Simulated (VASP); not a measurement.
Input of a VASP 6.6.1 run:

Contents of POSCAR:

```
SnSe
1.0
    6.6095850563      0.0000000000      0.0000000000
   -3.3047925282      5.7240685672      0.0000000000
    0.0000000000      0.0000000000      4.5127025285
Sn Se
3 3
Direct
    0.5000000000      0.0000000000      0.0000000000
    0.5000000000      0.5000000000      0.0000000000
    0.0000000000      0.5000000000      0.0000000000
    0.0000000000      0.0000000000      0.0000000000
    0.3333333333      0.6666666667      0.5000000000
    0.6666666667      0.3333333333      0.5000000000
```

INCAR.step1

```
  PREC = Accurate
  ENCUT = 520
  ISMEAR = 0
  SIGMA = 0.1
  LREAL = False
  LASPH = True
  NELM = 100
  NBANDS = 39
  GGA = PE
  ALGO = Normal
  EDIFF = 1E-4
  LWAVE = True
  LCHARG = False
```

Contents of INCAR.step2:

```
  PREC = Accurate
  ENCUT = 520
  EDIFF = 1E-7
  ISMEAR = 0
  SIGMA = 0.1
  LREAL = False
  LASPH = True
  NELM = 100
  ALGO = Normal
  ISIF = 2
  LWAVE = False
  LCHARG = False
  METAGGA = R2SCAN
  LMIXTAU = True
  NBANDS = 39
  ISTART = 1
```

File KPOINTS:

```
regular mesh
0
Gamma
  6 6 8
```

Potentials or basis: VASP PAW PBE potentials, release 64 (Sn_d, Se).

The run is started by

```bash
$ cat potpaw_PBE.64/Sn_d/POTCAR potpaw_PBE.64/Se/POTCAR > POTCAR
$ cp INCAR.step1 INCAR
$ mpirun -np 1 vasp_std > vasp.out
$ cp INCAR.step2 INCAR
$ mpirun -np 1 vasp_std > vasp.out
```

Problem. What does it give for the band gap on the k mesh?

Solution. Zero (band 30 reaches 5.42 eV, above the bottom of band 31 at 4.15 eV).

Problem. Predict the pressure.

Solution. 0.0 GPa.

Caveat: the PAW data sets were made with another functional, which shifts forces and pressure a little; spin-orbit coupling is left out, which moves the levels of the heavy elements.
